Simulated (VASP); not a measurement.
Wanted: the native input for a VASP 6.6.1 run.

```yaml
Task: single point
Functional: LDA
Potentials_or_basis: VASP PAW LDA potentials, release 64 (Ca_sv, S)
Cutoff: 500 eV
k_mesh: 6 × 6 × 6
Occupations: gaussian, width 0.01 eV
Spin: no spin polarisation
Dipole_correction: no
Further_INCAR_settings: ALGO = Normal; EDIFF = 1e-06; NBANDS = 15
```

The structure of CaS (Oldhamite) lies in POSCAR:

```
CaS
1.0
    0.0000000000      2.7683052259      2.7683052259
    2.7683052259      0.0000000000      2.7683052259
    2.7683052259      2.7683052259      0.0000000000
Ca S
1 1
Direct
    0.0000000000      0.0000000000      0.0000000000
    0.5000000000      0.5000000000      0.5000000000
```

The input as run:

INCAR

```
SYSTEM = CaS
  ALGO = Normal
  EDIFF = 1E-6
  ENCUT = 500
  GGA_COMPAT = .False.
  ISIF = 2
  ISMEAR = 0
  LASPH = .True.
  LCHARG = .False.
  LREAL = .False.
  LWAVE = .False.
  NBANDS = 15
  NELM = 120
  PREC = Accurate
  SIGMA = 0.01
```

KPOINTS

```
k-points
0
Gamma
  6 6 6
  0 0 0
```

Potentials or basis: VASP PAW LDA potentials, release 64 (Ca_sv, S).

Launch:

```sh
$ cat potpaw_LDA.64/Ca_sv/POTCAR potpaw_LDA.64/S/POTCAR > POTCAR
$ mpirun -np 1 vasp_std > vasp.out
```

Results of the run:

- Pressure: 1.3 GPa
- Band gap on the k mesh: 1.92 eV, indirect (least direct gap 2.80 eV)

It took 22 s on 1 thread of Intel Xeon 8259CL (shared host), peak memory 0.15 GiB.
